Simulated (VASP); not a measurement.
# TaN (P3) in VASP: single point with PBEsol

Aim: the single point of TaN with PBEsol.

All numbers are computed with VASP 6.6.1; they aren't measurements. Logs are shortened: lines on timing, memory, paths and dates and some standing lists are left out, and cuts for length are marked.

### Step 1. The cell of the first run

Symmetry: P3, No. 143, trigonal system. Conventional cell: a = 4.981 Å, b = 4.981 Å, c = 2.878 Å, α = 90.00°, β = 90.00°, γ = 120.00°. Within 2.6 Å of Ta (site symmetry 3) lie 6 N at 1.94 to 2.17 Å. Ta (site symmetry 3) has 6 N at 2.09 to 2.23 Å and 5 Ta at 2.88 to 2.89 Å within 2.9 Å. Within 2.6 Å of Ta (site symmetry 3) lie 3 N at 1.95 Å. N (site symmetry 1) has 5 Ta at 1.94 to 2.23 Å and 2 N at 2.54 Å within 2.6 Å.

### Step 2. Single point, PBEsol (strained and its atoms moved)

Input file INCAR:

```
SYSTEM = TaN
  PREC = Accurate
  ENCUT = 520
  EDIFF = 1E-6
  ISMEAR = 0
  SIGMA = 0.1
  LREAL = .False.
  LASPH = .True.
  NELM = 100
  ALGO = Normal
  ISIF = 2
  LWAVE = .False.
  LCHARG = .True.
  GGA = PS
  LELF = .True.
  LVHAR = .True.
  NBANDS = 33
```

Input file KPOINTS:

```
regular mesh
0
Gamma
  9 9 10
  0 0 0
```

Input file POSCAR:

```
TaN
1.0
    4.9813021111      0.0000000000      0.0000000000
   -2.4906510555      4.3139341721      0.0000000000
    0.0000000000      0.0000000000      2.8780474800
Ta N
3 3
Direct
    0.3333333333      0.6666666667      0.4435363165
    0.6666666667      0.3333333333      0.5385823504
    0.0000000000      0.0000000000      0.0150357690
    0.3820492988     -0.0172352732      0.0009485214
    0.6007154280      0.6179507012      0.0009485214
    0.0172352732      0.3992845720      0.0009485214
```

Potentials or basis: VASP PAW PBE potentials, release 64 (Ta_pv, N).

On the command line:

```sh
cat potpaw_PBE.64/Ta_pv/POTCAR potpaw_PBE.64/N/POTCAR > POTCAR
mpirun -np 1 vasp_std > vasp.out
```

OUTCAR:

```text
SYSTEM = TaN
   PREC = Accurate
   ENCUT = 520
   EDIFF = 1E-6
   ISMEAR = 0
   LREAL = .False.
   LASPH = .True.
   NELM = 100
   ISIF = 2
   GGA = PS

 ion  position               nearest neighbor table
   1  0.333  0.667  0.444-   4 1.94   6 1.94   5 1.94   4 2.17   6 2.17   5 2.17   2 2.89   2 2.89
                             2 2.89   3 3.13   3 3.13   3 3.13   3 3.31   3 3.31   3 3.31
   2  0.667  0.333  0.539-   6 2.09   4 2.09   5 2.09   6 2.23   4 2.23   5 2.23   1 2.89   1 2.89
                             1 2.89   3 3.19   3 3.19   3 3.19   3 3.25   3 3.25   3 3.25
   3  0.000  0.000  0.015-   6 1.95   5 1.95   4 1.95   1 3.13   1 3.13   1 3.13   2 3.19   2 3.19
                             2 3.19   2 3.25   2 3.25   2 3.25   1 3.31   1 3.31   1 3.31
   4  0.382  0.983  0.001-   1 1.94   3 1.95   2 2.09   1 2.17   2 2.23
   5  0.601  0.618  0.001-   1 1.94   3 1.95   2 2.09   1 2.17   2 2.23
   6  0.017  0.399  0.001-   1 1.94   3 1.95   2 2.09   1 2.17   2 2.23

  LATTYP: Found a hexagonal cell.
 ALAT       =     4.9813021111
 C/A-ratio  =     0.5777701123

  Lattice vectors:

 A1 = (   4.9813021111,   0.0000000000,   0.0000000000)
 A2 = (  -2.4906510555,   4.3139341721,   0.0000000000)
 A3 = (   0.0000000000,   0.0000000000,   2.8780474800)

Analysis of symmetry for initial positions (statically):
=====================================================================
 Subroutine PRICEL returns:
 Original cell was already a primitive cell.

 Routine SETGRP: Setting up the symmetry group for a
 hexagonal supercell.

 Subroutine GETGRP returns: Found  3 space group operations
 (whereof  3 operations were pure point group operations)
 out of a pool of 24 trial point group operations.

The static configuration has the point symmetry C_3 .

Analysis of symmetry for dynamics (positions and initial velocities):
=====================================================================
 Subroutine PRICEL returns:
 Original cell was already a primitive cell.

 Routine SETGRP: Setting up the symmetry group for a
 hexagonal supercell.

 Subroutine GETGRP returns: Found  3 space group operations
 (whereof  3 operations were pure point group operations)
 out of a pool of 24 trial point group operations.

The dynamic configuration has the point symmetry C_3 .

 Subroutine INISYM returns: Found  3 space group operations
 (whereof  3 operations are pure point group operations),
 and found     1 'primitive' translations

----------------------------------------------------------------------------------------

                                     Primitive cell

  volume of cell :      61.8464

  direct lattice vectors                    reciprocal lattice vectors
     4.981302111  0.000000000  0.000000000     0.200750723  0.115903484  0.000000000
    -2.490651055  4.313934172  0.000000000     0.000000000  0.231806968  0.000000000
     0.000000000  0.000000000  2.878047480     0.000000000  0.000000000  0.347457784

  length of vectors
     4.981302111  4.981302111  2.878047480     0.231806968  0.231806968  0.347457784

  position of ions in fractional coordinates (direct lattice)
     0.333333333  0.666666667  0.443536317
     0.666666667  0.333333333  0.538582350
     0.000000000  0.000000000  0.015035769
     0.382049299  0.982764727  0.000948521
     0.600715428  0.617950701  0.000948521
     0.017235273  0.399284572  0.000948521

  ion indices of the primitive-cell ions
   primitive index   ion index
                 1           1
                 2           2
                 3           3
                 4           4
                 5           5
                 6           6

----------------------------------------------------------------------------------------

 KPOINTS: regular mesh

Automatic generation of k-mesh.
 Grid dimensions read from file:
 generate k-points for:    9    9   10

 Generating k-lattice:

  Cartesian coordinates                     Fractional coordinates (reciprocal lattice)
     0.022305636  0.012878165  0.000000000     0.111111111  0.000000000  0.000000000
     0.000000000  0.025756330  0.000000000     0.000000000  0.111111111  0.000000000
     0.000000000  0.000000000  0.034745778     0.000000000  0.000000000  0.100000000

  Length of vectors
     0.025756330  0.025756330  0.034745778

  Shift w.r.t. Gamma in fractional coordinates (k-lattice)
     0.000000000  0.000000000  0.000000000

 Subroutine IBZKPT returns following result:
 ===========================================

 Found    146 irreducible k-points:

 Following reciprocal coordinates:
            Coordinates               Weight
  0.000000  0.000000  0.000000      1.000000
  0.111111  0.000000  0.000000      6.000000
  0.222222  0.000000  0.000000      6.000000
  0.333333  0.000000  0.000000      6.000000
  0.444444  0.000000  0.000000      6.000000
  0.111111  0.111111  0.000000      6.000000
[... 16 lines left out ...]
  0.444444  0.000000  0.100000      6.000000
  0.000000  0.444444  0.100000      6.000000
 [... further k-points ...]
   k-points           NKPTS =    146   k-points in BZ     NKDIM =    146   number of bands    NBANDS=     33
   number of dos      NEDOS =    301   number of ions     NIONS =      6
   total plane-waves  NPLWV =  38400
   dimension x,y,z NGX =    40 NGY =   40 NGZ =   24
   dimension x,y,z NGXF=    80 NGYF=   80 NGZF=   48
   ions per type =               3   3
   NGX,Y,Z   is equivalent  to a cutoff of  13.35, 13.35, 13.86 a.u.
   NGXF,Y,Z  is equivalent  to a cutoff of  26.70, 26.70, 27.73 a.u.
 SYSTEM =  TaN
   PREC   = accura    normal or accurate (medium, high low for compatibility)
   ISTART =      0    job   : 0-new  1-cont  2-samecut
   ICHARG =      2    charge: 1-file 2-atom 10-const
   ISPIN  =      1    spin polarized calculation?
   LNONCOLLINEAR =      F non collinear calculations
   LSORBIT =      F    spin-orbit coupling
   LASPH  =      T    aspherical Exc in radial PAW
   ENCUT  =  520.0 eV  38.22 Ry    6.18 a.u.   9.26  9.26  5.35*2*pi/ulx,y,z
   NELM   =    100;   NELMIN=  2; NELMDL= -5     # of ELM steps
   EDIFF  = 0.1E-05   stopping-criterion for ELM
   LREAL  =      F    real-space projection
   EDIFFG = 0.1E-04   stopping-criterion for IOM
   NSW    =      0    number of steps for IOM
   IBRION =     -1    ionic relax: 0-MD 1-quasi-New 2-CG
   NFREE  =      0    steps in history (QN), initial steepest desc. (CG)
   ISIF   =      2    stress and relaxation
   ISYM   =      2    0-nonsym 1-usesym 2-fastsym
   POTIM  = 0.5000    time-step for ionic-motion
   TEBEG  =    0.0;   TEEND  =   0.0 temperature during run
   PSTRESS=    0.0 pullay stress
   NELECT =      48.0000    total number of electrons
   NUPDOWN=      -1.0000    fix difference up-down
   EMIN   =  10.00;   EMAX   =-10.00  energy-range for DOS
   EFERMI =   0.00;   METHOD = LEGACY
   ISMEAR =     0;   SIGMA  =   0.10  broadening in eV -4-tet -1-fermi 0-gaus
   EFERMI_NEDOS =   21; number of points for ismear=-14 and -15
   IALGO  =     38    algorithm
   IMIX   =      4    mixing-type and parameters
     AMIX     =   0.40;   BMIX     =  1.00
     AMIX_MAG =   1.60;   BMIX_MAG =  1.00
  volume/ion in A,a.u.               =      10.31        69.56
  Fermi-wavevector in a.u.,A,eV,Ry     =   1.504471  2.843038 30.795872  2.263433
  Thomas-Fermi vector in A             =   2.615446
   LORBIT       =      0    0 simple, 1 ext, 2 COOP (PROOUT), +10 PAW based schemes
   GGA     = PS    functional components
   LHFCALC =     F    Hartree Fock is set to
   AEXX    =    0.0000 exact exchange contribution
   IVDW    =     0    specifies the selected vdW correction
   LEPSILON=     F    determine dielectric tensor
   LRPA    =     F    only Hartree local field effects (RPA)
 non-spin polarized calculation
 Gauss-broadening in eV      SIGMA  =   0.10
  energy-cutoff  :      520.00
  volume of cell :       61.85
 maximum number of plane-waves:      1691
 NGX is ok and might be reduce to    40
   NGX = 19   NGY = 19   NGZ = 11

 number of electron      47.9999998 magnetization

 Free energy of the ion-electron system (eV)
  ---------------------------------------------------
  ext. energy  EPLUGINS =         0.00000000
  ---------------------------------------------------
  free energy    TOTEN  =       -69.81137525 eV

  energy without entropy =      -69.80850645  energy(sigma->0) =      -69.80994085

 E-fermi :   9.1995     XC(G=0): -13.6720

 val. band max:        9.1897700922   @ k =  -0.1111   0.2222   0.2000
 cond. band min:       9.2505531857   @ k =   0.0000   0.0000   0.0000
 fundamental gap:      0.0607830934
 Fermi energy:         9.1994884735

 k-point     1 :       0.0000    0.0000    0.0000
  band No.  band energies     occupation
      1     -26.9464      2.00000
      2     -26.9464      2.00000
      3     -26.5095      2.00000
      4     -26.5095      2.00000
      5     -26.2936      2.00000
      6     -26.1357      2.00000
[... 25 lines left out ...]
     32      12.8775      0.00000
     33      12.8775      0.00000

 k-point     2 :       0.1111    0.0000    0.0000
  band No.  band energies     occupation
      1     -26.9684      2.00000
      2     -26.9494      2.00000
      3     -26.4792      2.00000
      4     -26.4764      2.00000
      5     -26.2894      2.00000
      6     -26.1391      2.00000
[... 25 lines left out ...]
     32      12.8424      0.00000
     33      13.1358      0.00000
[... 754 lines left out ...]
     32      13.4143      0.00000
     33      13.7408      0.00000

 k-point    24 :       0.0000    0.4444    0.1000
  band No.  band energies     occupation
      1     -27.0590      2.00000
      2     -26.7915      2.00000
      3     -26.5351      2.00000
      4     -26.3603      2.00000
      5     -26.2817      2.00000
      6     -26.2727      2.00000
[... 25 lines left out ...]
     32      13.4178      0.00000
     33      13.9789      0.00000

 [... further k-points ...]

------------------------ aborting loop because EDIFF is reached ----------------------------------------

  FORCE on cell =-STRESS in cart. coord.  units (eV):
  Direction    XX          YY          ZZ          XY          YZ          ZX
  --------------------------------------------------------------------------------------
  -------------------------------------------------------------------------------------
  Total       18.9444001     18.9444001     11.2630099     -0.0000001      0.0000000     -0.0000000
  in kB      490.7689641    490.7689641    291.7767596     -0.0000030      0.0000000     -0.0000000
  external PRESSURE =     424.4382292 kB  Pullay stress =       0.0000000 kB

 VOLUME and BASIS-vectors are now :
 -----------------------------------------------------------------------------
  energy-cutoff  :      520.00
  volume of cell :       61.85
      direct lattice vectors                 reciprocal lattice vectors
     4.981302111  0.000000000  0.000000000     0.200750723  0.115903484  0.000000000
    -2.490651055  4.313934172  0.000000000     0.000000000  0.231806968  0.000000000
     0.000000000  0.000000000  2.878047480     0.000000000  0.000000000  0.347457784

 POSITION                                       TOTAL-FORCE (eV/Angst)
 -----------------------------------------------------------------------------------
     -0.00000      2.87596      1.27652        -0.000000      0.000000      6.411372
      2.49065      1.43798      1.55007        -0.000000     -0.000000     -2.919968
      0.00000      0.00000      0.04327        -0.000000      0.000000     -0.491840
     -0.54462      4.23958      0.00273         0.801805      2.751824     -0.999854
      1.45325      2.66580      0.00273         1.982247     -2.070296     -0.999854
     -0.90862      1.72249      0.00273        -2.784052     -0.681528     -0.999854
 -----------------------------------------------------------------------------------
    total drift:                               -0.000000     -0.000001      0.000205

  FREE ENERGIE OF THE ION-ELECTRON SYSTEM (eV)
  ---------------------------------------------------
  free  energy   TOTEN  =       -69.8113752520 eV

  energy  without entropy=      -69.8085064541  energy(sigma->0) =      -69.80994085
```

It took 3.9 min on 1 thread of AMD EPYC 7R13 (Zen 3), shared host; peak memory 0.33 GiB.

What came out:

```yaml
Free_energy: -69.8114 eV
Pressure: 42.4 GPa
Largest_force: 6.411 eV/Å
Band_gap_on_the_k_mesh: zero (bands 24 and 25 overlap by 3.22 eV)
```

Forces on the atoms (eV/Å):
```
Ta   0.000  0.000  6.411
Ta   0.000  0.000 -2.920
Ta   0.000  0.000 -0.492
N    0.802  2.752 -1.000
N    1.982 -2.070 -1.000
N   -2.784 -0.682 -1.000
```

Stress tensor (GPa, compression positive):
```
49.08  0.00  0.00
 0.00 49.08  0.00
 0.00  0.00 29.18
```

Levels at points of the mesh, in eV from the Fermi level:
| k point | band 20 | band 21 | band 22 | band 23 | band 24 | band 25 | band 26 | band 27 | band 28 | band 29 |
| --- | --- | --- | --- | --- | --- | --- | --- | --- | --- | --- |
| (0.00, 0.00, 0.00) | -5.25 | -4.66 | -3.83 | -1.67 | -0.98 | -0.98 | 0.05 | 0.05 | 2.43 | 2.43 |
| (0.00, 0.00, 0.50) | -4.90 | -4.53 | -2.98 | -2.98 | 1.97 | 2.12 | 2.12 | 2.81 | 2.81 | 3.69 |

Caveat: the cell differs from its parent crystal (strained and its atoms moved); the stress differs along the axes, from 29 to 49 GPa; the PAW data sets were made with another functional, which shifts forces and pressure a little; spin-orbit coupling is left out, which moves the levels of the heavy elements.

The gap in the log of VASP goes by the Fermi energy; the results here count the filled bands.